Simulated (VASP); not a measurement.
A run of VASP 6.6.1 is set up as follows.

INCAR

```
ALGO = Normal
EDIFF = 1E-8
ENCUT = 520
GGA = CA
ISIF = 2
ISMEAR = -1
LASPH = True
LCHARG = False
LEFG = True
LREAL = False
LWAVE = False
NBANDS = 35
NELM = 100
PREC = Accurate
SIGMA = 0.03
```

File KPOINTS:

```
k-points
0
Gamma
  10 10 3
```

POSCAR

```
MoS2
1.0
    3.1504296109      0.0000000000      0.0000000000
   -1.5752148055      2.7283520759      0.0000000000
    0.0000000000      0.0000000000     12.2538792915
Mo S
2 4
Direct
    0.3333333333      0.6666666667      0.2500000000
    0.6666666667      0.3333333333      0.7500000000
    0.3333333333      0.6666666667      0.6275000000
    0.6666666667      0.3333333333      0.1275000000
    0.3333333333      0.6666666667      0.8725000000
    0.6666666667      0.3333333333      0.3725000000
```

Potentials or basis: VASP PAW LDA potentials, release 64 (Mo_sv, S).

Launch:

```sh
$ cat potpaw_LDA.64/Mo_sv/POTCAR potpaw_LDA.64/S/POTCAR > POTCAR
$ mpirun -np 1 vasp_std > vasp.out
```

Q: What does it give for the pressure?

A: 2.8 GPa.

Q: Estimate the band gap on the k mesh.

A: 0.84 eV (least direct gap 1.90 eV).

Stress tensor (GPa, compression positive):
```
0.48 0.00 0.00
0.00 0.48 0.00
0.00 0.00 7.56
```

Caveat: the stress differs along the axes, from 0 to 8 GPa; without QUAD_EFG the Cq values of the log hold for a quadrupole moment of 1 mb, not for the nuclei. A k mesh can miss the band edges.
